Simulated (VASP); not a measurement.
# Mg3ZnC (Pm-3m) in VASP: single point with PBE

Aim: the single point of Mg3ZnC with PBE.

Everything below comes from runs of VASP 6.6.1. Logs are shortened: lines on timing, memory, paths and dates and some standing lists are left out, and cuts for length are marked.

## (1) The cell of the first run

Symmetry: Pm-3m, No. 221, cubic system. The conventional cell has a = 4.407 Å, b = 4.407 Å, c = 4.407 Å, α = 90.00°, β = 90.00°, γ = 90.00°. Mg (site symmetry 4/mmm) has 2 C at 2.20 Å within 2.9 Å. Zn (site symmetry m-3m) has 12 Mg at 3.12 Å and 8 C at 3.82 Å within 4.1 Å. C (site symmetry m-3m) has 6 Mg at 2.20 Å within 2.9 Å.

## (2) Single point, PBE

INCAR

```
  PREC = Accurate
  ENCUT = 520
  EDIFF = 1E-6
  ISMEAR = 1
  SIGMA = 0.1
  LREAL = F
  LASPH = T
  NELM = 60
  ALGO = Normal
  ISIF = 2
  LWAVE = F
  LCHARG = T
  GGA = PE
  LELF = T
  LVHAR = T
  NBANDS = 19
```

KPOINTS

```
regular mesh
0
Gamma
  5 5 5
```

POSCAR

```
Mg3ZnC
1.0
    4.4069310000      0.0000000000      0.0000000000
    0.0000000000      4.4069310000      0.0000000000
    0.0000000000      0.0000000000      4.4069310000
Mg Zn C
3 1 1
Direct
    0.0000000000      0.5000000000      0.5000000000
    0.5000000000      0.5000000000      0.0000000000
    0.5000000000      0.0000000000      0.5000000000
    0.0000000000      0.0000000000      0.0000000000
    0.5000000000      0.5000000000      0.5000000000
```

Potentials or basis: VASP PAW PBE potentials, release 64 (Mg, Zn, C).

Command:

```sh
$ cat potpaw_PBE.64/Mg/POTCAR potpaw_PBE.64/Zn/POTCAR potpaw_PBE.64/C/POTCAR > POTCAR
$ mpirun -np 1 vasp_std > vasp.out
```

OUTCAR:

```text
PREC = Accurate
   ENCUT = 520
   EDIFF = 1E-6
   ISMEAR = 1
   LREAL = F
   LASPH = T
   NELM = 60
   ISIF = 2
   GGA = PE

 ion  position               nearest neighbor table
   1  0.000  0.500  0.500-   5 2.20   5 2.20   4 3.12   2 3.12   2 3.12   4 3.12   3 3.12   4 3.12
                             4 3.12   2 3.12   3 3.12   3 3.12   2 3.12   3 3.12
   2  0.500  0.500  0.000-   5 2.20   5 2.20   4 3.12   1 3.12   1 3.12   3 3.12   3 3.12   3 3.12
                             4 3.12   3 3.12   1 3.12   4 3.12   1 3.12   4 3.12
   3  0.500  0.000  0.500-   5 2.20   5 2.20   4 3.12   1 3.12   2 3.12   4 3.12   1 3.12   2 3.12
                             2 3.12   2 3.12   1 3.12   4 3.12   4 3.12   1 3.12
   4  0.000  0.000  0.000-   1 3.12   2 3.12   3 3.12   1 3.12   3 3.12   1 3.12   2 3.12   1 3.12
                             2 3.12   3 3.12   3 3.12   2 3.12
   5  0.500  0.500  0.500-   1 2.20   2 2.20   3 2.20   2 2.20   3 2.20   1 2.20

  LATTYP: Found a simple cubic cell.
 ALAT       =     4.4069310000

  Lattice vectors:

 A1 = (   4.4069310000,   0.0000000000,   0.0000000000)
 A2 = (   0.0000000000,   4.4069310000,   0.0000000000)
 A3 = (   0.0000000000,   0.0000000000,   4.4069310000)

Analysis of symmetry for initial positions (statically):
=====================================================================
 Subroutine PRICEL returns:
 Original cell was already a primitive cell.

 Routine SETGRP: Setting up the symmetry group for a
 simple cubic supercell.

 Subroutine GETGRP returns: Found 48 space group operations
[... 9 lines left out ...]

 Routine SETGRP: Setting up the symmetry group for a
 simple cubic supercell.

 Subroutine GETGRP returns: Found 48 space group operations
[... 11 lines left out ...]
                                     Primitive cell

  volume of cell :      85.5872

  direct lattice vectors                    reciprocal lattice vectors
     4.406931000  0.000000000  0.000000000     0.226915284  0.000000000  0.000000000
     0.000000000  4.406931000  0.000000000     0.000000000  0.226915284  0.000000000
     0.000000000  0.000000000  4.406931000     0.000000000  0.000000000  0.226915284

  length of vectors
     4.406931000  4.406931000  4.406931000     0.226915284  0.226915284  0.226915284

  position of ions in fractional coordinates (direct lattice)
     0.000000000  0.500000000  0.500000000
     0.500000000  0.500000000  0.000000000
     0.500000000  0.000000000  0.500000000
     0.000000000  0.000000000  0.000000000
     0.500000000  0.500000000  0.500000000

  ion indices of the primitive-cell ions
   primitive index   ion index
                 1           1
                 2           2
                 3           3
                 4           4
                 5           5

----------------------------------------------------------------------------------------

 KPOINTS: regular mesh

Automatic generation of k-mesh.
 Grid dimensions read from file:
 generate k-points for:    5    5    5

 Generating k-lattice:

  Cartesian coordinates                     Fractional coordinates (reciprocal lattice)
     0.045383057  0.000000000  0.000000000     0.200000000  0.000000000  0.000000000
     0.000000000  0.045383057  0.000000000     0.000000000  0.200000000  0.000000000
     0.000000000  0.000000000  0.045383057     0.000000000  0.000000000  0.200000000

  Length of vectors
     0.045383057  0.045383057  0.045383057

  Shift w.r.t. Gamma in fractional coordinates (k-lattice)
     0.000000000  0.000000000  0.000000000

 Subroutine IBZKPT returns following result:
 ===========================================

 Found     10 irreducible k-points:

 Following reciprocal coordinates:
            Coordinates               Weight
  0.000000  0.000000  0.000000      1.000000
  0.200000  0.000000  0.000000      6.000000
  0.400000  0.000000  0.000000      6.000000
  0.200000  0.200000  0.000000     12.000000
  0.400000  0.200000  0.000000     24.000000
  0.400000  0.400000  0.000000     12.000000
  0.200000  0.200000  0.200000      8.000000
  0.400000  0.200000  0.200000     24.000000
  0.400000  0.400000  0.200000     24.000000
  0.400000  0.400000  0.400000      8.000000
   k-points           NKPTS =     10   k-points in BZ     NKDIM =     10   number of bands    NBANDS=     19
   number of dos      NEDOS =    301   number of ions     NIONS =      5
   total plane-waves  NPLWV =  46656
   dimension x,y,z NGX =    36 NGY =   36 NGZ =   36
   dimension x,y,z NGXF=    72 NGYF=   72 NGZF=   72
   ions per type =               3   1   1
   NGX,Y,Z   is equivalent  to a cutoff of  13.58, 13.58, 13.58 a.u.
   NGXF,Y,Z  is equivalent  to a cutoff of  27.16, 27.16, 27.16 a.u.
 SYSTEM =  unknown system
   PREC   = accura    normal or accurate (medium, high low for compatibility)
   ISTART =      0    job   : 0-new  1-cont  2-samecut
   ICHARG =      2    charge: 1-file 2-atom 10-const
   ISPIN  =      1    spin polarized calculation?
   LNONCOLLINEAR =      F non collinear calculations
   LSORBIT =      F    spin-orbit coupling
   LASPH  =      T    aspherical Exc in radial PAW
   ENCUT  =  520.0 eV  38.22 Ry    6.18 a.u.   8.19  8.19  8.19*2*pi/ulx,y,z
   NELM   =     60;   NELMIN=  2; NELMDL= -5     # of ELM steps
   EDIFF  = 0.1E-05   stopping-criterion for ELM
   LREAL  =      F    real-space projection
   EDIFFG = 0.1E-04   stopping-criterion for IOM
   NSW    =      0    number of steps for IOM
   IBRION =     -1    ionic relax: 0-MD 1-quasi-New 2-CG
   NFREE  =      0    steps in history (QN), initial steepest desc. (CG)
   ISIF   =      2    stress and relaxation
   ISYM   =      2    0-nonsym 1-usesym 2-fastsym
   POTIM  = 0.5000    time-step for ionic-motion
   TEBEG  =    0.0;   TEEND  =   0.0 temperature during run
   PSTRESS=    0.0 pullay stress
   NELECT =      22.0000    total number of electrons
   NUPDOWN=      -1.0000    fix difference up-down
   EMIN   =  10.00;   EMAX   =-10.00  energy-range for DOS
   EFERMI =   0.00;   METHOD = LEGACY
   ISMEAR =     1;   SIGMA  =   0.10  broadening in eV -4-tet -1-fermi 0-gaus
   EFERMI_NEDOS =   21; number of points for ismear=-14 and -15
   IALGO  =     38    algorithm
   IMIX   =      4    mixing-type and parameters
     AMIX     =   0.40;   BMIX     =  1.00
     AMIX_MAG =   1.60;   BMIX_MAG =  1.00
  volume/ion in A,a.u.               =      17.12       115.51
  Fermi-wavevector in a.u.,A,eV,Ry     =   1.040909  1.967033 14.741800  1.083492
  Thomas-Fermi vector in A             =   2.175506
   LORBIT       =      0    0 simple, 1 ext, 2 COOP (PROOUT), +10 PAW based schemes
   GGA     = PE    functional components
   LHFCALC =     F    Hartree Fock is set to
   AEXX    =    0.0000 exact exchange contribution
   IVDW    =     0    specifies the selected vdW correction
   LEPSILON=     F    determine dielectric tensor
   LRPA    =     F    only Hartree local field effects (RPA)
 non-spin polarized calculation
 Methfessel and Paxton  Order N= 1 SIGMA  =   0.10
  energy-cutoff  :      520.00
  volume of cell :       85.59
 maximum number of plane-waves:      2325
 NGX is ok and might be reduce to    36
   NGX = 17   NGY = 17   NGZ = 17

 number of electron      21.9999993 magnetization

 Free energy of the ion-electron system (eV)
  ---------------------------------------------------
  ext. energy  EPLUGINS =         0.00000000
  ---------------------------------------------------
  free energy    TOTEN  =       -13.95148668 eV

  energy without entropy =      -13.95580117  energy(sigma->0) =      -13.95292484

 E-fermi :   2.9547     XC(G=0):  -9.4737

 val. band max:        2.8897969996   @ k =   0.4000   0.2000   0.2000
 cond. band min:       3.0281388817   @ k =   0.2000   0.2000   0.0000
 fundamental gap:      0.1383418821
 Fermi energy:         2.9546973924

 k-point     1 :       0.0000    0.0000    0.0000
  band No.  band energies     occupation
      1      -7.6651      2.00000
      2      -4.1389      2.00000
      3      -4.1389      2.00000
      4      -4.0857      2.00000
      5      -4.0857      2.00000
      6      -4.0857      2.00000
[... 11 lines left out ...]
     18       9.8952      0.00000
     19       9.8952      0.00000

 k-point     2 :       0.2000    0.0000    0.0000
  band No.  band energies     occupation
      1      -7.5323      2.00000
      2      -4.1359      2.00000
      3      -4.1269      2.00000
      4      -4.0953      2.00000
      5      -4.0953      2.00000
      6      -4.0848      2.00000
[... 11 lines left out ...]
     18       9.3370      0.00000
     19       9.6659      0.00000

 k-point     3 :       0.4000    0.0000    0.0000
  band No.  band energies     occupation
      1      -7.2823      2.00000
      2      -4.1310      2.00000
      3      -4.1277      2.00000
      4      -4.1104      2.00000
      5      -4.1104      2.00000
      6      -4.0832      2.00000
[... 11 lines left out ...]
     18       9.2202      0.00000
     19      10.7818      0.00000

 k-point     4 :       0.2000    0.2000    0.0000
  band No.  band energies     occupation
      1      -7.4103      2.00000
      2      -4.1307      2.00000
      3      -4.1135      2.00000
      4      -4.1015      2.00000
      5      -4.0951      2.00000
      6      -4.0918      2.00000
[... 99 lines left out ...]
     18       9.8869      0.00000
     19      10.7449      0.00000

 k-point     9 :       0.4000    0.4000    0.2000
  band No.  band energies     occupation
      1      -6.9238      2.00000
      2      -4.1314      2.00000
      3      -4.1230      2.00000
      4      -4.1023      2.00000
      5      -4.0933      2.00000
      6      -4.0588      2.00000
[... 11 lines left out ...]
     18      11.2499      0.00000
     19      11.5056      0.00000

 k-point    10 :       0.4000    0.4000    0.4000
  band No.  band energies     occupation
      1      -6.7707      2.00000
      2      -4.1536      2.00000
      3      -4.1536      2.00000
      4      -4.1338      2.00000
      5      -4.0575      2.00000
      6      -4.0575      2.00000
[... 11 lines left out ...]
     18      12.9972      0.00000
     19      12.9972      0.00000

------------------------ aborting loop because EDIFF is reached ----------------------------------------

  FORCE on cell =-STRESS in cart. coord.  units (eV):
  Direction    XX          YY          ZZ          XY          YZ          ZX
  --------------------------------------------------------------------------------------
  -------------------------------------------------------------------------------------
  Total       -0.3266204     -0.3266204     -0.3266204     -0.0000000     -0.0000000      0.0000000
  in kB       -6.1142767     -6.1142767     -6.1142767     -0.0000000     -0.0000000      0.0000000
  external PRESSURE =      -6.1142767 kB  Pullay stress =       0.0000000 kB

 VOLUME and BASIS-vectors are now :
 -----------------------------------------------------------------------------
  energy-cutoff  :      520.00
  volume of cell :       85.59
      direct lattice vectors                 reciprocal lattice vectors
     4.406931000  0.000000000  0.000000000     0.226915284  0.000000000  0.000000000
     0.000000000  4.406931000  0.000000000     0.000000000  0.226915284  0.000000000
     0.000000000  0.000000000  4.406931000     0.000000000  0.000000000  0.226915284

 POSITION                                       TOTAL-FORCE (eV/Angst)
 -----------------------------------------------------------------------------------
      0.00000      2.20347      2.20347         0.000000      0.000000      0.000000
      2.20347      2.20347      0.00000         0.000000      0.000000      0.000000
      2.20347      0.00000      2.20347         0.000000      0.000000      0.000000
      0.00000      0.00000      0.00000         0.000000      0.000000      0.000000
      2.20347      2.20347      2.20347         0.000000      0.000000      0.000000
 -----------------------------------------------------------------------------------
    total drift:                               -0.000000      0.000000      0.000000

  FREE ENERGIE OF THE ION-ELECTRON SYSTEM (eV)
  ---------------------------------------------------
  free  energy   TOTEN  =       -13.9514866751 eV

  energy  without entropy=      -13.9558011709  energy(sigma->0) =      -13.95292484
```

It took 18 s on 1 thread of AMD EPYC 9R45 (Zen 5), shared host; peak memory 0.17 GiB.

Results:

```
Free energy            : -13.9515 eV
Pressure               : -0.6 GPa
Band gap on the k mesh : zero (band 11 reaches 4.67 eV, above the bottom of band 12 at 1.71 eV)
```

Levels at points of the mesh, in eV from the Fermi level:
```
           k point  band 6  band 7  band 8  band 9  band 10  band 11  band 12  band 13  band 14  band 15
(0.00, 0.00, 0.00)   -7.04   -5.14   -2.58   -2.58    -2.58     1.71     1.71     2.76     2.76     2.76
```
